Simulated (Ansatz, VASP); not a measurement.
## SiC in VASP and in Ansatz

```xyz
2
Lattice="0.0000 2.1619 2.1619 2.1619 0.0000 2.1619 2.1619 2.1619 0.0000" Properties=species:S:1:pos:R:3 pbc="T T T"
Si    0.0000    0.0000    0.0000
C     3.2428    3.2428    3.2428
```

Alike in both runs: task single point; functional PBEsol; dispersion D3(BJ); k mesh 10 × 10 × 10; occupations gaussian, width 0.05 eV; no spin polarisation.

```csv
,VASP,Ansatz
version,VASP 6.6.1,Ansatz 0.2.0
potentials or method,"VASP PAW PBE potentials, release 64 (Si, C), cutoff 520 eV","scalar-relativistic, plane waves, PAW"
valence electrons in the cell,8,8
```

VASP gave:

- gap on the k mesh at the Fermi level (eV): 1.21
- least direct gap on the mesh (eV): 4.47
- pressure (GPa): 1.7

Task: Which values does Ansatz return?

Result: gap on the k mesh at the Fermi level (eV): 1.22; least direct gap on the mesh (eV): 4.48; pressure (GPa): 1.3.

VASP's potentials were made for PBE, not for PBEsol.
